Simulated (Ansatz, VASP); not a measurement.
## Two plane-wave programs on CaH

```xyz
8
Lattice="3.9022 0.0000 0.0000 -1.9511 3.3794 0.0000 0.0000 0.0000 12.8085" Properties=species:S:1:pos:R:3 pbc="T T T"
Ca    0.0000    0.0000    0.0000
Ca    0.0000    2.2529    3.2021
Ca    0.0000    0.0000    6.4043
Ca    1.9511    1.1265    9.6064
H     1.9511    1.1265    1.6011
H     0.0000    2.2529   11.2075
H     0.0000    2.2529    8.0053
H     1.9511    1.1265    4.8032
```

Alike in both runs: task relaxation of cell and atoms; functional PBE; k mesh 6 × 6 × 2; occupations gaussian, width 0.1 eV; no spin polarisation.

|  | VASP | Ansatz |
| --- | --- | --- |
| version | VASP 6.6.1 | Ansatz 0.2.0 |
| potentials or method | VASP PAW PBE potentials, release 64 (Ca_sv, H), cutoff 600 eV | scalar-relativistic, plane waves, PAW |
| valence electrons in the cell | 44 | 44 |

Ansatz gave:

```
gap on the k mesh at the Fermi level, each at its own relaxed structure (eV)  : none
relaxed volume (Å³/atom)                                                      : 17.73
relaxed length of the cell vector where the two differ most in proportion (Å) : 11.716
```

Problem. Estimate VASP's values.

Solution. gap on the k mesh at the Fermi level, each at its own relaxed structure (eV): none; relaxed volume (Å³/atom): 17.69; relaxed length of the cell vector where the two differ most in proportion (Å): 11.690.

A gap of «none» marks a metal or a gap that the smearing closes.

Noted on VASP's run: the volume moved by over 15 % at a fixed basis, so the end points are rough.
